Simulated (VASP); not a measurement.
Input of a VASP 6.6.1 run:

Contents of POSCAR:

```
Ta
1.0
   -1.6533592789      1.6533592789      1.6533592789
    1.6533592789     -1.6533592789      1.6533592789
    1.6533592789      1.6533592789     -1.6533592789
Ta
1
Direct
    0.0000000000      0.0000000000      0.0000000000
```

The input INCAR.step1:

```
ALGO = Normal ; EDIFF = 1E-4
ENCUT = 520 ; GGA = PE
ISMEAR = 1 ; LASPH = True
LCHARG = False ; LREAL = False
LWAVE = True ; NBANDS = 12
NELM = 80 ; PREC = Accurate
SIGMA = 0.03
```

INCAR.step2

```
ALGO = Normal ; EDIFF = 1E-6
ENCUT = 520 ; ISIF = 2
ISMEAR = 1 ; ISTART = 1
LASPH = True ; LCHARG = True
LELF = True ; LMIXTAU = True
LREAL = False ; LVHAR = True
LWAVE = False ; METAGGA = R2SCAN
NBANDS = 12 ; NELM = 80
PREC = Accurate ; SIGMA = 0.03
```

Contents of KPOINTS:

```
k-points
0
Gamma
  13 13 13
```

Potentials or basis: VASP PAW PBE potentials, release 64 (Ta_pv).

Launch:

```console
$ cat potpaw_PBE.64/Ta_pv/POTCAR > POTCAR
$ cp INCAR.step1 INCAR
$ mpirun -np 1 vasp_std > vasp.out
$ cp INCAR.step2 INCAR
$ mpirun -np 1 vasp_std > vasp.out
```

What does it give for the pressure?

0.6 GPa.

Predict the band gap on the k mesh.

zero (an odd number of electrons rules out a gap without spin polarisation).

Caveat: the PAW data sets were made with another functional, which shifts forces and pressure a little; spin-orbit coupling is left out, which moves the levels of the heavy elements.
